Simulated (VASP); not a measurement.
Wanted: the native input for a VASP 6.6.1 run.

```yaml
Task: single point
Functional: PBE
Potentials_or_basis: VASP PAW PBE potentials, release 64 (Fe, Cu, C, N)
Cutoff: 520 eV
k_mesh: 4 × 4 × 4
Occupations: gaussian, width 0.1 eV
Spin: collinear spin, ferrimagnetic start
Starting_moments: "[-4.0, 1.0, 0.0, 0.0, 0.0, 0.0, 0.0, 0.0, 0.0, 0.0] μB"
Dipole_correction: no
Further_INCAR_settings: ALGO = Normal; EDIFF = 1e-06; NBANDS = 42
```

The structure of FeCuC4N4 lies in POSCAR:

```
FeCuC4N4
1.0
    5.8004062022      0.0000000000      0.0000000000
    0.0000000000      5.8004062022      0.0000000000
    0.0000000000      0.0000000000      5.8004062022
Fe Cu C N
1 1 4 4
Direct
    0.5000000000      0.5000000000      0.5000000000
    0.0000000000      0.0000000000      0.0000000000
    0.1916167918      0.1916167918      0.1916167918
    0.1916167918      0.8083832082      0.8083832082
    0.8083832082      0.1916167918      0.8083832082
    0.8083832082      0.8083832082      0.1916167918
    0.3088105158      0.3088105158      0.3088105158
    0.3088105158      0.6911894842      0.6911894842
    0.6911894842      0.3088105158      0.6911894842
    0.6911894842      0.6911894842      0.3088105158
```

One way to write it, as run:

INCAR

```
PREC     = Accurate       # precision mode
ENCUT    = 520            # plane-wave cutoff, eV
EDIFF    = 1E-6           # SCF threshold, eV
ISMEAR   = 0              # smearing method
SIGMA    = 0.1            # smearing width, eV
LREAL    = False          # projectors in reciprocal space
LASPH    = True           # aspherical terms in the spheres
NELM     = 150            # most SCF steps
ALGO     = Normal         # electronic algorithm
ISIF     = 2              # what is computed and relaxed
LWAVE    = False          # write WAVECAR
LCHARG   = False          # write CHGCAR
ISPIN    = 2              # spin polarisation
MAGMOM   = -4 1 0 0 0 0 0 0 0 0 # initial moments
LORBIT   = 11             # projections on sites
LMAXMIX  = 4              # l up to which the mixer works
GGA      = PE             # functional
NBANDS   = 42             # bands
```

KPOINTS

```
Automatic mesh
0
Gamma
  4 4 4
```

Potentials or basis: VASP PAW PBE potentials, release 64 (Fe, Cu, C, N).

The run is started by

```console
$ cat potpaw_PBE.64/Fe/POTCAR potpaw_PBE.64/Cu/POTCAR potpaw_PBE.64/C/POTCAR potpaw_PBE.64/N/POTCAR > POTCAR
$ mpirun -np 1 vasp_std > vasp.out
```

It gave:

```json
{"Pressure": "0.4 GPa", "Largest force": "0.314 eV/Å", "Band gap on the k mesh": "0.58 eV (least direct gap 0.59 eV)", "Net moment": "-5.00 μB per cell", "Site moments": "Fe -3.78; Cu -0.26; C -0.08; N -0.06 μB", "Valence electrons inside the program's atomic spheres": "Fe 6.93; Cu 10.18; C 2.54; N 3.92"}
```

Wall time 8.4 min on 1 thread of Oxide Virtual Turin-like Processor (shared host), peak memory 0.43 GiB.
